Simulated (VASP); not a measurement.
# WSe2 in VASP: a series of runs, part 2 of 2

VASP 6.6.1.

## (6) Single point, PBEsol

This run uses another cell than the first one, of 51.44 Å³/atom, 0.981 times its volume.

File INCAR:

```
SYSTEM = WSe2
ALGO = Normal ; EDIFF = 1E-7
ENCUT = 520 ; GGA = PS
ISIF = 2 ; ISMEAR = 0
LASPH = .TRUE. ; LCHARG = .FALSE.
LREAL = .FALSE. ; LWAVE = .FALSE.
NBANDS = 20 ; NELM = 60
PREC = Accurate ; SIGMA = 0.02
```

File KPOINTS:

```
k-points
0
G
  12 12 2
  0 0 0
```

File POSCAR:

```
WSe2
1.0
    3.2702526709      0.0000000000      0.0000000000
   -1.6351263355      2.8321218898      0.0000000000
    0.0000000000      0.0000000000     16.6612168748
W Se
1 2
Direct
    0.0000000000      0.0000000000      0.0000000000
    0.3333333333      0.6666666667      0.1003992730
    0.3333333333      0.6666666667      0.8996007270
```

Potentials or basis: VASP PAW PBE potentials, release 64 (W_sv, Se).

Launch:

```console
$ cat potpaw_PBE.64/W_sv/POTCAR potpaw_PBE.64/Se/POTCAR > POTCAR
$ mpirun -np 1 vasp_std > vasp.out
```

OUTCAR:

```text
SYSTEM = WSe2
   EDIFF = 1E-7
   ENCUT = 520
   GGA = PS
   ISIF = 2
   ISMEAR = 0
   LASPH = .TRUE.
   LREAL = .FALSE.
   NELM = 60
   PREC = Accurate

 ion  position               nearest neighbor table
   1  0.000  0.000  0.000-   2 2.52   3 2.52   2 2.52   3 2.52   2 2.52   3 2.52
   2  0.333  0.667  0.100-   1 2.52   1 2.52   1 2.52
   3  0.333  0.667  0.900-   1 2.52   1 2.52   1 2.52

  LATTYP: Found a hexagonal cell.
 ALAT       =     3.2702526709
 C/A-ratio  =     5.0947796857

  Lattice vectors:

[... 194 lines left out ...]
      6     -14.4197      2.00000
[... 541 lines left out ...]
     19       5.8061      0.00000
     20       5.9148      0.00000

 [... further k-points ...]
[... 5 lines left out ...]
  --------------------------------------------------------------------------------------
  -------------------------------------------------------------------------------------
  Total        0.1373513      0.1373513      0.1903372     -0.0000000      0.0000000     -0.0000000
  in kB        1.4260786      1.4260786      1.9762156     -0.0000000      0.0000000     -0.0000000
  external PRESSURE =       1.6094576 kB  Pullay stress =       0.0000000 kB

 VOLUME and BASIS-vectors are now :
 -----------------------------------------------------------------------------
  energy-cutoff  :      520.00
  volume of cell :      154.31
      direct lattice vectors                 reciprocal lattice vectors
     3.270252671  0.000000000  0.000000000     0.305786770  0.176546074  0.000000000
    -1.635126336  2.832121890  0.000000000     0.000000000  0.353092147  0.000000000
     0.000000000  0.000000000 16.661216875     0.000000000  0.000000000  0.060019626

 POSITION                                       TOTAL-FORCE (eV/Angst)
 -----------------------------------------------------------------------------------
      0.00000      0.00000      0.00000        -0.000000     -0.000000      0.000000
     -0.00000      1.88808      1.67277         0.000000      0.000000      0.060287
     -0.00000      1.88808     14.98844         0.000000     -0.000000     -0.060287
 -----------------------------------------------------------------------------------
    total drift:                                0.000000     -0.000000     -0.000000

  FREE ENERGIE OF THE ION-ELECTRON SYSTEM (eV)
  ---------------------------------------------------
  free  energy   TOTEN  =       -23.2349500031 eV

  energy  without entropy=      -23.2349500031  energy(sigma->0) =      -23.23495000
```

stdout:

```text
POSCAR found type information on POSCAR W Se
 POSCAR found :  2 types and       3 ions
 scaLAPACK will be used
 -----------------------------------------------------------------------------
|                                                                             |
|                                                                             |
|     You enforced a specific xc type in the INCAR file but a different       |
|     I HOPE YOU KNOW WHAT YOU ARE DOING!                                     |
|                                                                             |
 -----------------------------------------------------------------------------

 LDA part: xc-table for (Slater+PW92), standard interpolation
 POSCAR, INCAR and KPOINTS ok, starting setup
 FFT: planning ... GRIDC
 FFT: planning ... GRID_SOFT
 FFT: planning ... GRID
 WAVECAR not read
 entering main loop
```

It took 83 s on 1 thread of Intel Xeon Platinum 8488C (Sapphire Rapids), shared host; peak memory 0.31 GiB.

Results:

```yaml
Free_energy: -23.2350 eV
Largest_force: 0.060 eV/Å
Band_gap_on_the_k_mesh: 1.69 eV, indirect (the least direct gap lies 1.1 meV higher)
```

Forces on the atoms (eV/Å):
```
W    0.000  0.000  0.000
Se   0.000  0.000  0.060
Se   0.000  0.000 -0.060
```

Levels at points of the mesh, in eV from the valence-band top:
```csv
k point,band 11,band 12,band 13,band 14,band 15,band 16
"(0.00, 0.00, 0.00)",-1.18,-1.18,-0.41,3.06,3.06,3.26
"(0.50, 0.00, 0.00)",-2.18,-1.02,-0.85,2.53,2.86,3.76
"(0.00, 0.00, 0.50)",-1.18,-1.18,-0.41,3.06,3.06,3.26
"(0.50, 0.00, 0.50)",-2.18,-1.02,-0.85,2.53,2.86,3.76
```

Caveat: the PAW data sets were made with another functional, which shifts forces and pressure a little; spin-orbit coupling is left out, which moves the levels of the heavy elements.

## (7) Single point, PBEsol

This run uses another cell than the first one, of 51.44 Å³/atom, 0.981 times its volume.

File INCAR:

```
ALGO = Normal
EDIFF = 1E-7
ENCUT = 520
GGA = PS
ISIF = 2
ISMEAR = 0
LASPH = True
LCHARG = False
LREAL = False
LWAVE = False
NBANDS = 20
NELM = 100
PREC = Accurate
SIGMA = 0.02
```

File KPOINTS:

```
k-points
0
Gamma
  12 12 2
```

POSCAR is that of step 6.

Launch:

```console
$ cat potpaw_PBE.64/W_sv/POTCAR potpaw_PBE.64/Se/POTCAR > POTCAR
$ mpirun -np 1 vasp_std > vasp.out
```

Run time: 96 s. Hardware: 1 thread of Intel Xeon Platinum 8488C (Sapphire Rapids), shared host; peak memory 0.31 GiB.

Results (log left out):

- Free energy: -23.2350 eV
- Largest force: 0.060 eV/Å
- Band gap on the k mesh: 1.69 eV, indirect (the least direct gap lies 1.1 meV higher)

Forces in eV/Å, atoms in the order of the input:
```
W    0.000  0.000  0.000
Se   0.000  0.000  0.060
Se   0.000  0.000 -0.060
```

Levels at points of the mesh, in eV from the valence-band top:
```
           k point  band 10  band 11  band 12  band 13  band 14  band 15  band 16  band 17
(0.00, 0.00, 0.00)    -2.25    -1.18    -1.18    -0.41     3.06     3.06     3.26     3.26
(0.50, 0.00, 0.00)    -3.00    -2.18    -1.02    -0.85     2.53     2.86     3.76     4.45
(0.00, 0.00, 0.50)    -2.25    -1.18    -1.18    -0.41     3.06     3.06     3.26     3.26
(0.50, 0.00, 0.50)    -3.00    -2.18    -1.02    -0.85     2.53     2.86     3.76     4.45
```

Caveat: the PAW data sets were made with another functional, which shifts forces and pressure a little; spin-orbit coupling is left out, which moves the levels of the heavy elements.

## (8) Overview

```csv
cell,gap on the mesh (eV),largest force (eV/Å)
"a = 3.238, b = 3.238, c = 17.328 Å, angles 90.0, 90.0, 120.0°, 3 atoms",1.56,0.29
"a = 3.221, b = 3.221, c = 17.661 Å, angles 90.0, 90.0, 120.0°, 3 atoms",1.55,0.17
"a = 3.270, b = 3.270, c = 17.328 Å, angles 90.0, 90.0, 120.0°, 3 atoms",1.69,0.06
"a = 3.270, b = 3.270, c = 17.661 Å, angles 90.0, 90.0, 120.0°, 3 atoms",1.69,0.07
"a = 3.270, b = 3.270, c = 16.661 Å, angles 90.0, 90.0, 120.0°, 3 atoms",1.69,0.06
```

Alike in all rows: task single point; level PBEsol; potentials or basis VASP PAW PBE potentials, release 64 (W_sv, Se); no spin polarisation; k mesh 12 × 12 × 2; cutoff (eV) 520; smearing gaussian 0.02 eV.

Caveats: the PAW data sets were made with another functional, which shifts forces and pressure a little; spin-orbit coupling is left out, which moves the levels of the heavy elements.

Total energies depend on the potentials used, so only differences within one code and one set of settings carry meaning.
